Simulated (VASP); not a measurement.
Write the native input for VASP 6.6.1 that does the following.

```yaml
Task: single point
Functional: PBE
Potentials_or_basis: VASP PAW PBE potentials, release 64 (Mg, O)
Cutoff: 520 eV
k_mesh: 9 × 9 × 6
Occupations: gaussian, width 0.05 eV
Spin: no spin polarisation
Dipole_correction: no
Further_INCAR_settings: ALGO = Normal; EDIFF = 1e-06; NBANDS = 16
```

The structure of MgO lies in POSCAR:

```
MgO
1.0
    3.5208198353      0.0000000000      0.0000000000
   -1.7604099177      3.0491194195      0.0000000000
    0.0000000000      0.0000000000      4.1049238460
Mg O
2 2
Direct
    0.6666666667      0.3333333333      0.7500000000
    0.3333333333      0.6666666667      0.2500000000
    0.6666666667      0.3333333333      0.2500000000
    0.3333333333      0.6666666667      0.7500000000
```

This cell differs from its parent crystal: volume 11.017 Å^3 an atom, c/a of the conventional cell 1.1659.

The input as run:

INCAR

```
SYSTEM = MgO
ALGO = Normal
EDIFF = 1E-6
ENCUT = 520
GGA = PE
ISIF = 2
ISMEAR = 0
LASPH = .TRUE.
LCHARG = .FALSE.
LREAL = .FALSE.
LWAVE = .FALSE.
NBANDS = 16
NELM = 100
PREC = Accurate
SIGMA = 0.05
```

KPOINTS

```
k-points
0
G
  9 9 6
  0 0 0
```

Potentials or basis: VASP PAW PBE potentials, release 64 (Mg, O).

Command:

```console
$ cat potpaw_PBE.64/Mg/POTCAR potpaw_PBE.64/O/POTCAR > POTCAR
$ mpirun -np 1 vasp_std > vasp.out
```

It gave:

- Pressure: 4.1 GPa
- Band gap on the k mesh: 3.46 eV, direct

Run time: 25 s on 1 thread of Intel Xeon 6975P-C (shared host), peak memory 0.18 GiB.
